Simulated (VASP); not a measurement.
# SiC (P3m1) in VASP: a series of runs, part 2 of 2

VASP 6.6.1. Earlier steps stand in the parts before.

## Step 3: Single point, PBE

This run uses another cell than the first one, of 16.72 Å³/atom, 1.641 times its volume.

Input file INCAR:

```
PREC = Accurate
ENCUT = 520
EDIFF = 1E-6
ISMEAR = 0
SIGMA = 0.05
LREAL = F
LASPH = T
NELM = 60
ALGO = Normal
ISIF = 2
LWAVE = F
LCHARG = T
GGA = PE
LELF = T
LVHAR = T
NBANDS = 26
```

Input file KPOINTS:

```
Automatic mesh
0
Gamma
  10 10 3
```

Input file POSCAR:

```
SiC
1.0
   -3.0941201809      0.0000000000      0.0000000000
   -1.5470600905     -2.6795866790      0.0000000000
    0.0000000000      0.0000000000     16.1293391998
Si C
4 4
Direct
    0.6666666667      0.6666666667      0.0590604156
    0.3333333333      0.3333333333      0.3730639552
    1.0000000000      1.0000000000      0.5301004971
    1.0000000000      1.0000000000      0.2160969575
    0.6666666667      0.6666666667      0.5689790899
    0.3333333333      0.3333333333      0.2549755503
    0.0000000000      0.0000000000      0.4123794730
    0.0000000000      0.0000000000      0.0983759334
```

Potentials or basis: VASP PAW PBE potentials, release 64 (Si, C).

Run with:

```console
$ cat potpaw_PBE.64/Si/POTCAR potpaw_PBE.64/C/POTCAR > POTCAR
$ mpirun -np 1 vasp_std > vasp.out
```

OUTCAR:

```text
PREC = Accurate
   ENCUT = 520
   EDIFF = 1E-6
   ISMEAR = 0
   LREAL = F
   LASPH = T
   NELM = 60
   ISIF = 2
   GGA = PE

 ion  position               nearest neighbor table
   1  0.667  0.667  0.059-   8 1.90   8 1.90   8 1.90   4 3.10   4 3.10   4 3.10
   2  0.333  0.333  0.373-   7 1.90   7 1.90   7 1.90   6 1.90   4 3.10   4 3.10   4 3.10   3 3.10
                             3 3.10   3 3.10
   3  0.000  0.000  0.530-   5 1.89   5 1.89   5 1.89   7 1.90   2 3.10   2 3.10   2 3.10
   4  0.000  0.000  0.216-   6 1.89   6 1.89   6 1.89   8 1.90   2 3.10   2 3.10   2 3.10   1 3.10
                             1 3.10   1 3.10
   5  0.667  0.667  0.569-   3 1.89   3 1.89   3 1.89
   6  0.333  0.333  0.255-   4 1.89   4 1.89   4 1.89   2 1.90
   7  0.000  0.000  0.412-   2 1.90   2 1.90   2 1.90   3 1.90
   8  0.000  0.000  0.098-   1 1.90   1 1.90   1 1.90   4 1.90

  LATTYP: Found a hexagonal cell.
 ALAT       =     3.0941201809
 C/A-ratio  =     5.2129000351

  Lattice vectors:

 A1 = (   1.5470600905,   2.6795866790,   0.0000000000)
 A2 = (  -3.0941201809,   0.0000000000,   0.0000000000)
 A3 = (   0.0000000000,   0.0000000000,  16.1293391998)

Analysis of symmetry for initial positions (statically):
=====================================================================
 Subroutine PRICEL returns:
 Original cell was already a primitive cell.

 Routine SETGRP: Setting up the symmetry group for a
 hexagonal supercell.

 Subroutine GETGRP returns: Found  6 space group operations
 (whereof  6 operations were pure point group operations)
 out of a pool of 24 trial point group operations.

The static configuration has the point symmetry C_3v.

Analysis of symmetry for dynamics (positions and initial velocities):
=====================================================================
 Subroutine PRICEL returns:
 Original cell was already a primitive cell.

 Routine SETGRP: Setting up the symmetry group for a
 hexagonal supercell.

 Subroutine GETGRP returns: Found  6 space group operations
[... 141 lines left out ...]
   LHFCALC =     F    Hartree Fock is set to
   AEXX    =    0.0000 exact exchange contribution
   IVDW    =     0    specifies the selected vdW correction
   LEPSILON=     F    determine dielectric tensor
   LRPA    =     F    only Hartree local field effects (RPA)
 non-spin polarized calculation
 Gauss-broadening in eV      SIGMA  =   0.05
  energy-cutoff  :      520.00
  volume of cell :      133.73
 maximum number of plane-waves:      3620
   NGX = 11   NGY = 11   NGZ = 59

 number of electron      32.0000001 magnetization

 Free energy of the ion-electron system (eV)
  ---------------------------------------------------
  ext. energy  EPLUGINS =         0.00000000
  ---------------------------------------------------
  free energy    TOTEN  =       -56.01847017 eV

  energy without entropy =      -56.01258119  energy(sigma->0) =      -56.01552568

 E-fermi :   3.4919     XC(G=0):  -8.0905

 val. band max:        3.4789504537   @ k =   0.4000  -0.0000   0.3333
 cond. band min:       3.5555176109   @ k =  -0.4000   0.2000   0.3333
 fundamental gap:      0.0765671571
 Fermi energy:         3.4919199856

 k-point     1 :       0.0000    0.0000    0.0000
  band No.  band energies     occupation
      1     -12.5701      2.00000
      2     -11.6698      2.00000
      3     -10.4809      2.00000
      4      -8.9679      2.00000
      5      -5.0409      2.00000
      6      -2.7516      2.00000
[... 685 lines left out ...]
     25      10.3497      0.00000
     26      10.8431      0.00000

 [... further k-points ...]

------------------------ aborting loop because EDIFF is reached ----------------------------------------

  FORCE on cell =-STRESS in cart. coord.  units (eV):
  Direction    XX          YY          ZZ          XY          YZ          ZX
  --------------------------------------------------------------------------------------
  -------------------------------------------------------------------------------------
  Total        0.0597526      0.0597526     -0.6288327      0.0000000      0.0000000      0.0000000
  in kB        0.7158891      0.7158891     -7.5339739      0.0000000      0.0000000      0.0000000
  external PRESSURE =      -2.0340653 kB  Pullay stress =       0.0000000 kB

 VOLUME and BASIS-vectors are now :
 -----------------------------------------------------------------------------
  energy-cutoff  :      520.00
  volume of cell :      133.73
      direct lattice vectors                 reciprocal lattice vectors
    -3.094120181  0.000000000  0.000000000    -0.323193652  0.186595942  0.000000000
    -1.547060091 -2.679586679  0.000000000     0.000000000 -0.373191884  0.000000000
     0.000000000  0.000000000 16.129339200     0.000000000  0.000000000  0.061998820

 POSITION                                       TOTAL-FORCE (eV/Angst)
 -----------------------------------------------------------------------------------
     -3.09412     -1.78639      0.95261         0.000000     -0.000000      0.885956
     -1.54706     -0.89320      6.01728        -0.000000     -0.000000      0.530623
      0.00000      0.00000      8.55017         0.000000      0.000000      2.906229
      0.00000      0.00000      3.48550        -0.000000      0.000000      0.477237
     -3.09412     -1.78639      9.17726         0.000000      0.000000     -2.301407
     -1.54706     -0.89320      4.11259        -0.000000     -0.000000     -0.427710
      0.00000      0.00000      6.65141        -0.000000     -0.000000     -0.968903
      0.00000      0.00000      1.58674        -0.000000      0.000000     -1.102027
 -----------------------------------------------------------------------------------
    total drift:                               -0.000000     -0.000000     -0.001343

  FREE ENERGIE OF THE ION-ELECTRON SYSTEM (eV)
  ---------------------------------------------------
  free  energy   TOTEN  =       -56.0184701678 eV

  energy  without entropy=      -56.0125811905  energy(sigma->0) =      -56.01552568
```

OSZICAR:

```text
N       E                     dE             d eps       ncg     rms          rms(c)
DAV:   1     0.117334556019E+03    0.11733E+03   -0.13506E+04  1872   0.105E+03
DAV:   2    -0.515039793278E+02   -0.16884E+03   -0.15692E+03  2496   0.204E+02
DAV:   3    -0.647237203970E+02   -0.13220E+02   -0.13022E+02  2556   0.545E+01
[... 17 lines left out ...]
DAV:  21    -0.560185036648E+02    0.16659E-03   -0.44600E-05  2092   0.436E-02    0.693E-02
DAV:  22    -0.560184825733E+02    0.21091E-04   -0.88837E-06  2236   0.183E-02    0.396E-02
DAV:  23    -0.560184997091E+02   -0.17136E-04   -0.65621E-06  2468   0.335E-02    0.549E-02
DAV:  24    -0.560184769836E+02    0.22726E-04   -0.47910E-06  2018   0.173E-02    0.274E-02
DAV:  25    -0.560184694719E+02    0.75117E-05   -0.13745E-06  2054   0.115E-02    0.372E-03
DAV:  26    -0.560184701678E+02   -0.69594E-06   -0.18569E-06  1658   0.778E-03
   1 F= -.56018470E+02 E0= -.56015526E+02  d E =-.588898E-02
```

It took 88 s on 1 thread of Intel Xeon 6975P-C (Granite Rapids), shared host; peak memory 0.28 GiB.

What came out:

* Free energy: -56.0185 eV
* Pressure: -0.2 GPa
* Largest force: 2.906 eV/Å
* Band gap on the k mesh: zero (band 16 reaches 3.60 eV, above the bottom of band 17 at 3.48 eV)

Forces in eV/Å, atoms in the order of the input:
```
Si   0.000  0.000  0.886
Si   0.000  0.000  0.531
Si   0.000  0.000  2.906
Si   0.000  0.000  0.477
C    0.000  0.000 -2.301
C    0.000  0.000 -0.428
C    0.000  0.000 -0.969
C    0.000  0.000 -1.102
```

Caveat: forces of over 1 eV/Å act on the atoms, so gaps and moduli don't describe the material at rest.
